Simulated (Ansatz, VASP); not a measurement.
## CsBr in VASP and in Ansatz

The input INCAR:

```
ALGO     = Normal         # electronic algorithm
EDIFF    = 1E-6           # SCF threshold, eV
ENCUT    = 500            # plane-wave cutoff, eV
GGA_COMPAT= F            
ISIF     = 2              # what is computed and relaxed
ISMEAR   = -1             # smearing method
LASPH    = T              # aspherical terms in the spheres
LCHARG   = F              # write CHGCAR
LREAL    = F              # projectors in reciprocal space
LWAVE    = F              # write WAVECAR
NBANDS   = 15             # bands
NELM     = 120            # most SCF steps
PREC     = Accurate       # precision mode
SIGMA    = 0.1            # smearing width, eV
```

File KPOINTS:

```
k-points
0
Gamma
  4 4 4
```

The input POSCAR:

```
CsBr
1.0
    4.2860000000      0.0000000000      0.0000000000
    0.0000000000      4.2860000000      0.0000000000
    0.0000000000      0.0000000000      4.2860000000
Cs Br
1 1
Direct
    0.0000000000      0.0000000000      0.0000000000
    0.5000000000      0.5000000000      0.5000000000
```

Input for Ansatz:

```yaml
crystal:
  lattice:
    - [4.286, 0.0, 0.0]
    - [0.0, 4.286, 0.0]
    - [0.0, 0.0, 4.286]
  atoms:
    - { symbol: Cs, position: [0.0, 0.0, 0.0] }
    - { symbol: Br, position: [0.5, 0.5, 0.5] }
kpoints:
  mp_grid:
    grid: [4, 4, 4]
hamiltonian:
  xc: lda
  pseudopotentials:
    kind: paw
scf:
  occupations:
    method: fermi_dirac
output:
  forces: true
  stress: true
  eigenvalues: true
```

Alike in both runs: task single point; functional LDA; k mesh 4 × 4 × 4; no spin polarisation.

|  | VASP | Ansatz |
| --- | --- | --- |
| version | VASP 6.6.1 | Ansatz 0.2.0 |
| potentials or method | VASP PAW LDA potentials, release 64 (Cs_sv, Br) | plane waves, PAW |
| plane-wave cutoff (eV) | 500 | 420 |
| occupations | fermi-dirac, width 0.1 eV | fermi-dirac |
| valence electrons in the cell | 16 | 16 |

|  | VASP | Ansatz | Ansatz less VASP |
| --- | --- | --- | --- |
| gap on the k mesh at the Fermi level (eV) | 4.14 | 4.13 | -0.009 |
| pressure (GPa) | -1.6 | -1.7 | -0.06 |

LDA's correlation is that of Perdew and Zunger in VASP and of Perdew and Wang (1992) in Ansatz.

Spin-orbit coupling is off throughout.
